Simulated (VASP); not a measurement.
# Sr2Li3Mo (P6/mmm) in VASP: single point with PBE

Aim: the single point of Sr2Li3Mo with PBE.

All numbers are computed with VASP 6.6.1; they aren't measurements. Logs are shortened: lines on timing, memory, paths and dates and some standing lists are left out, and cuts for length are marked.

### 1 The cell of the first run

It takes space group P6/mmm (No. 191, hexagonal). Conventional cell: a = 6.142 Å, b = 6.142 Å, c = 6.096 Å, α = 90.00°, β = 90.00°, γ = 120.00°. Within 4.0 Å of Li (site symmetry mmm) lie 4 Li at 3.07 Å and 4 Sr at 3.53 Å. Sr (site symmetry -6m2) has 6 Li at 3.53 Å and 3 Mo at 3.55 Å and 3 Sr at 3.55 Å within 4.6 Å. Mo (site symmetry 6/mmm) has 6 Sr at 3.55 Å and 12 Li at 4.33 Å within 4.7 Å.

The cell was generated, and may not be a known phase.

### 2 Single point, PBE, collinear spin

Contents of INCAR:

```
  ALGO = Fast
  EDIFF = 1E-7
  ENCUT = 520
  GGA = PE
  ISIF = 2
  ISMEAR = 0
  ISPIN = 2
  LASPH = T
  LCHARG = F
  LMAXMIX = 4
  LORBIT = 11
  LREAL = F
  LWAVE = F
  MAGMOM = 0 0 0 0 0 3.16
  NBANDS = 34
  NELM = 150
  PREC = Accurate
  SIGMA = 0.1
```

Contents of KPOINTS:

```
k-points
0
Gamma
  6 6 6
```

Contents of POSCAR:

```
Sr2Li3Mo
1.0
    6.1419389807      0.0000000000      0.0000000000
   -3.0709694903      5.3190751858      0.0000000000
    0.0000000000      0.0000000000      6.0964058629
Li Sr Mo
3 2 1
Direct
    0.5000000000      0.0000000000      0.5000000000
    0.0000000000      0.5000000000      0.5000000000
    0.5000000000      0.5000000000      0.5000000000
    0.3333333333      0.6666666667      0.0000000000
    0.6666666667      0.3333333333      0.0000000000
    0.0000000000      0.0000000000      0.0000000000
```

Potentials or basis: VASP PAW PBE potentials, release 64 (Li_sv, Sr_sv, Mo_sv).

The run is started by

```sh
cat potpaw_PBE.64/Li_sv/POTCAR potpaw_PBE.64/Sr_sv/POTCAR potpaw_PBE.64/Mo_sv/POTCAR > POTCAR
mpirun -np 1 vasp_std > vasp.out
```

OUTCAR:

```text
EDIFF = 1E-7
   ENCUT = 520
   GGA = PE
   ISIF = 2
   ISMEAR = 0
   ISPIN = 2
   LASPH = T
   LORBIT = 11
   LREAL = F
   NELM = 150
   PREC = Accurate

 ion  position               nearest neighbor table
   1  0.500  0.000  0.500-   4 3.53   5 3.53   4 3.53   5 3.53
   2  0.000  0.500  0.500-   4 3.53   5 3.53   4 3.53   5 3.53
   3  0.500  0.500  0.500-   4 3.53   5 3.53   4 3.53   5 3.53
   4  0.333  0.667  0.000-   1 3.53   1 3.53   2 3.53   2 3.53   3 3.53   3 3.53   6 3.55   5 3.55
                             5 3.55   6 3.55   6 3.55   5 3.55
   5  0.667  0.333  0.000-   1 3.53   1 3.53   2 3.53   2 3.53   3 3.53   3 3.53   6 3.55   4 3.55
                             4 3.55   6 3.55   6 3.55   4 3.55
   6  0.000  0.000  0.000-   4 3.55   5 3.55   4 3.55   5 3.55   5 3.55   4 3.55

  LATTYP: Found a hexagonal cell.
 ALAT       =     6.1419389807
 C/A-ratio  =     0.9925865239

  Lattice vectors:

 A1 = (   6.1419389807,   0.0000000000,   0.0000000000)
 A2 = (  -3.0709694903,   5.3190751858,   0.0000000000)
 A3 = (   0.0000000000,   0.0000000000,   6.0964058629)

Analysis of symmetry for initial positions (statically):
=====================================================================
 Subroutine PRICEL returns:
 Original cell was already a primitive cell.

 Routine SETGRP: Setting up the symmetry group for a
 hexagonal supercell.

 Subroutine GETGRP returns: Found 24 space group operations
 (whereof 24 operations were pure point group operations)
 out of a pool of 24 trial point group operations.

The static configuration has the point symmetry D_6h.

Analysis of symmetry for dynamics (positions and initial velocities):
=====================================================================
 Subroutine PRICEL returns:
 Original cell was already a primitive cell.

 Routine SETGRP: Setting up the symmetry group for a
 hexagonal supercell.

 Subroutine GETGRP returns: Found 24 space group operations
 (whereof 24 operations were pure point group operations)
 out of a pool of 24 trial point group operations.

The dynamic configuration has the point symmetry D_6h.

Analysis of structural, dynamic, and magnetic symmetry:
=====================================================================
 Subroutine PRICEL returns:
 Original cell was already a primitive cell.

 Routine SETGRP: Setting up the symmetry group for a
 hexagonal supercell.

 Subroutine GETGRP returns: Found 24 space group operations
 (whereof 24 operations were pure point group operations)
 out of a pool of 24 trial point group operations.

The overall configuration has the point symmetry D_6h.

 Subroutine INISYM returns: Found 24 space group operations
 (whereof 24 operations are pure point group operations),
 and found     1 'primitive' translations

----------------------------------------------------------------------------------------

                                     Primitive cell

  volume of cell :     199.1661

  direct lattice vectors                    reciprocal lattice vectors
     6.141938981  0.000000000  0.000000000     0.162815033  0.094001303  0.000000000
    -3.070969490  5.319075186  0.000000000     0.000000000  0.188002607  0.000000000
     0.000000000  0.000000000  6.096405863     0.000000000  0.000000000  0.164031074

  length of vectors
     6.141938981  6.141938981  6.096405863     0.188002607  0.188002607  0.164031074

  position of ions in fractional coordinates (direct lattice)
     0.500000000  0.000000000  0.500000000
     1.000000000  0.500000000  0.500000000
     0.500000000  0.500000000  0.500000000
     0.333333333  0.666666667  0.000000000
     0.666666667  0.333333333  0.000000000
     0.000000000  0.000000000  0.000000000

  ion indices of the primitive-cell ions
   primitive index   ion index
                 1           1
                 2           2
                 3           3
                 4           4
                 5           5
                 6           6

----------------------------------------------------------------------------------------

 KPOINTS: k-points

Automatic generation of k-mesh.
 Grid dimensions read from file:
 generate k-points for:    6    6    6

 Generating k-lattice:

  Cartesian coordinates                     Fractional coordinates (reciprocal lattice)
     0.027135839  0.015666884  0.000000000     0.166666667  0.000000000  0.000000000
     0.000000000  0.031333768  0.000000000     0.000000000  0.166666667  0.000000000
     0.000000000  0.000000000  0.027338512     0.000000000  0.000000000  0.166666667

  Length of vectors
     0.031333768  0.031333768  0.027338512

  Shift w.r.t. Gamma in fractional coordinates (k-lattice)
     0.000000000  0.000000000  0.000000000

 Subroutine IBZKPT returns following result:
 ===========================================

 Found     28 irreducible k-points:

 Following reciprocal coordinates:
            Coordinates               Weight
  0.000000  0.000000  0.000000      1.000000
  0.166667  0.000000  0.000000      6.000000
  0.333333 -0.000000  0.000000      6.000000
  0.500000  0.000000  0.000000      3.000000
  0.166667  0.166667  0.000000      6.000000
  0.333333  0.166667  0.000000     12.000000
[... 16 lines left out ...]
  0.166667  0.000000  0.500000      6.000000
  0.333333 -0.000000  0.500000      6.000000
 [... further k-points ...]
   k-points           NKPTS =     28   k-points in BZ     NKDIM =     28   number of bands    NBANDS=     34
   number of dos      NEDOS =    301   number of ions     NIONS =      6
   total plane-waves  NPLWV = 110592
   dimension x,y,z NGX =    48 NGY =   48 NGZ =   48
   dimension x,y,z NGXF=    96 NGYF=   96 NGZF=   96
   ions per type =               3   2   1
   NGX,Y,Z   is equivalent  to a cutoff of  12.99, 12.99, 13.09 a.u.
   NGXF,Y,Z  is equivalent  to a cutoff of  25.98, 25.98, 26.18 a.u.
 SYSTEM =  unknown system
   PREC   = accura    normal or accurate (medium, high low for compatibility)
   ISTART =      0    job   : 0-new  1-cont  2-samecut
   ICHARG =      2    charge: 1-file 2-atom 10-const
   ISPIN  =      2    spin polarized calculation?
   LNONCOLLINEAR =      F non collinear calculations
   LSORBIT =      F    spin-orbit coupling
   LASPH  =      T    aspherical Exc in radial PAW
   ENCUT  =  520.0 eV  38.22 Ry    6.18 a.u.  11.42 11.42 11.34*2*pi/ulx,y,z
   NELM   =    150;   NELMIN=  2; NELMDL= -5     # of ELM steps
   EDIFF  = 0.1E-06   stopping-criterion for ELM
   LREAL  =      F    real-space projection
   EDIFFG = 0.1E-05   stopping-criterion for IOM
   NSW    =      0    number of steps for IOM
   IBRION =     -1    ionic relax: 0-MD 1-quasi-New 2-CG
   NFREE  =      0    steps in history (QN), initial steepest desc. (CG)
   ISIF   =      2    stress and relaxation
   ISYM   =      2    0-nonsym 1-usesym 2-fastsym
   POTIM  = 0.5000    time-step for ionic-motion
   TEBEG  =    0.0;   TEEND  =   0.0 temperature during run
   PSTRESS=    0.0 pullay stress
   NELECT =      43.0000    total number of electrons
   NUPDOWN=      -1.0000    fix difference up-down
   EMIN   =  10.00;   EMAX   =-10.00  energy-range for DOS
   EFERMI =   0.00;   METHOD = LEGACY
   ISMEAR =     0;   SIGMA  =   0.10  broadening in eV -4-tet -1-fermi 0-gaus
   EFERMI_NEDOS =   21; number of points for ismear=-14 and -15
   IALGO  =     68    algorithm
   IMIX   =      4    mixing-type and parameters
     AMIX     =   0.40;   BMIX     =  1.00
     AMIX_MAG =   1.60;   BMIX_MAG =  1.00
  volume/ion in A,a.u.               =      33.19       224.01
  Fermi-wavevector in a.u.,A,eV,Ry     =   0.982108  1.855915 13.123305  0.964536
  Thomas-Fermi vector in A             =   2.113165
   LORBIT       =     11    0 simple, 1 ext, 2 COOP (PROOUT), +10 PAW based schemes
   GGA     = PE    functional components
   LHFCALC =     F    Hartree Fock is set to
   AEXX    =    0.0000 exact exchange contribution
   IVDW    =     0    specifies the selected vdW correction
   LEPSILON=     F    determine dielectric tensor
   LRPA    =     F    only Hartree local field effects (RPA)
 spin polarized calculation
 RMM-DIIS sequential band-by-band and
 Gauss-broadening in eV      SIGMA  =   0.10
  energy-cutoff  :      520.00
  volume of cell :      199.17
 maximum number of plane-waves:      5393
 NGX is ok and might be reduce to    48
   NGX = 23   NGY = 23   NGZ = 23

 number of electron      42.9999985 magnetization       3.6623433

 Free energy of the ion-electron system (eV)
  ---------------------------------------------------
  ext. energy  EPLUGINS =         0.00000000
  ---------------------------------------------------
  free energy    TOTEN  =       -14.83021110 eV

  energy without entropy =      -14.80268135  energy(sigma->0) =      -14.81644622

 E-fermi :   1.5737     XC(G=0):  -7.5729

 val. band max:        1.5319191731   @ k =   0.0000   0.0000   0.0000
 cond. band min:       1.5751654773   @ k =   0.5000   0.0000   0.1667
 fundamental gap:      0.0432463042
 Fermi energy:         1.5736603490

 spin component 1

 k-point     1 :       0.0000    0.0000    0.0000
  band No.  band energies     occupation
      1     -60.0117      1.00000
      2     -45.3280      1.00000
      3     -45.3196      1.00000
      4     -45.3196      1.00000
      5     -34.4108      1.00000
      6     -34.3371      1.00000
[... 25 lines left out ...]
     32       5.1168      0.00000
     33       5.4218      0.00000

 k-point     2 :       0.1667    0.0000    0.0000
  band No.  band energies     occupation
      1     -60.0117      1.00000
      2     -45.3275      1.00000
      3     -45.3201      1.00000
      4     -45.3196      1.00000
      5     -34.4082      1.00000
      6     -34.3415      1.00000
[... 25 lines left out ...]
     32       5.3249      0.00000
     33       5.5581      0.00000
[... 754 lines left out ...]
     32       4.1822      0.00000
     33       4.6854      0.00000

 k-point    24 :       0.3333   -0.0000    0.5000
  band No.  band energies     occupation
      1     -60.0117      1.00000
      2     -45.3263      1.00000
      3     -45.3214      1.00000
      4     -45.3196      1.00000
      5     -34.4006      1.00000
      6     -34.3532      1.00000
[... 25 lines left out ...]
     32       4.6611      0.00000
     33       4.8102      0.00000

 [... further k-points ...]

 spin component 2

 k-point     1 :       0.0000    0.0000    0.0000
  band No.  band energies     occupation
      1     -58.0131      1.00000
      2     -45.3482      1.00000
      3     -45.3398      1.00000
      4     -45.3398      1.00000
      5     -34.4275      1.00000
      6     -34.3522      1.00000
[... 25 lines left out ...]
     32       5.0737      0.00000
     33       5.8932      0.00000

 k-point     2 :       0.1667    0.0000    0.0000
  band No.  band energies     occupation
      1     -58.0131      1.00000
      2     -45.3477      1.00000
      3     -45.3403      1.00000
      4     -45.3398      1.00000
      5     -34.4232      1.00000
      6     -34.3567      1.00000
[... 25 lines left out ...]
     32       5.2982      0.00000
     33       5.8599      0.00000
[... 754 lines left out ...]
     32       4.5487      0.00000
     33       4.6238      0.00000

 k-point    24 :       0.3333   -0.0000    0.5000
  band No.  band energies     occupation
      1     -58.0131      1.00000
      2     -45.3464      1.00000
      3     -45.3416      1.00000
      4     -45.3398      1.00000
      5     -34.4121      1.00000
      6     -34.3682      1.00000
[... 25 lines left out ...]
     32       4.7393      0.00000
     33       4.8423      0.00000

 [... further k-points ...]

 [bands above 33 left out]

------------------------ aborting loop because EDIFF is reached ----------------------------------------

  FORCE on cell =-STRESS in cart. coord.  units (eV):
  Direction    XX          YY          ZZ          XY          YZ          ZX
  --------------------------------------------------------------------------------------
  -------------------------------------------------------------------------------------
  Total        0.0090224      0.0090224     -0.0218560      0.0000000     -0.0000000      0.0000000
  in kB        0.0725798      0.0725798     -0.1758192      0.0000000     -0.0000000      0.0000000
  external PRESSURE =      -0.0102199 kB  Pullay stress =       0.0000000 kB

 VOLUME and BASIS-vectors are now :
 -----------------------------------------------------------------------------
  energy-cutoff  :      520.00
  volume of cell :      199.17
      direct lattice vectors                 reciprocal lattice vectors
     6.141938981  0.000000000  0.000000000     0.162815033  0.094001303  0.000000000
    -3.070969490  5.319075186  0.000000000     0.000000000  0.188002607  0.000000000
     0.000000000  0.000000000  6.096405863     0.000000000  0.000000000  0.164031074

 POSITION                                       TOTAL-FORCE (eV/Angst)
 -----------------------------------------------------------------------------------
      3.07097      0.00000      3.04820        -0.000000      0.000000      0.000000
     -1.53548      2.65954      3.04820        -0.000000      0.000000      0.000000
      1.53548      2.65954      3.04820        -0.000000      0.000000      0.000000
     -0.00000      3.54605      0.00000        -0.000000     -0.000000      0.000000
      3.07097      1.77303      0.00000         0.000000      0.000000      0.000000
      0.00000      0.00000      0.00000        -0.000000      0.000000      0.000000
 -----------------------------------------------------------------------------------
    total drift:                               -0.000000      0.000000      0.000000

  FREE ENERGIE OF THE ION-ELECTRON SYSTEM (eV)
  ---------------------------------------------------
  free  energy   TOTEN  =       -14.8302110956 eV

  energy  without entropy=      -14.8026813517  energy(sigma->0) =      -14.81644622

 total charge

# of ion       s       p       d       tot
------------------------------------------
    1        2.032   0.033   0.000   2.065
    2        2.032   0.033   0.000   2.065
    3        2.032   0.033   0.000   2.065
    4        2.069   5.720   0.211   7.999
    5        2.069   5.720   0.211   7.999
    6        2.320   5.986   3.809  12.115
--------------------------------------------------
tot         12.554  17.525   4.231  34.309

 magnetization (x)

# of ion       s       p       d       tot
------------------------------------------
    1       -0.004  -0.002   0.000  -0.007
    2       -0.004  -0.002   0.000  -0.007
    3       -0.004  -0.002   0.000  -0.007
    4       -0.010   0.005  -0.018  -0.023
    5       -0.010   0.005  -0.018  -0.023
    6        0.075   0.026   3.049   3.150
--------------------------------------------------
tot          0.042   0.028   3.013   3.083
```

Run time: 57 min. Hardware: 1 thread of Intel Xeon 8259CL, shared host; peak memory 0.58 GiB.

Results:

```
Free energy                                           : -14.8302 eV
Net moment                                            : 3.66 μB per cell
Site moments                                          : Li -0.01; Sr -0.02; Mo +3.15 μB
Valence electrons inside the program's atomic spheres : Li 2.06; Sr 8.00; Mo 12.12
```

Caveat: the cutoff is under 1.25 times the usual one of these potentials, so pressure, stress and relaxed cells hold a basis-set (Pulay) error.
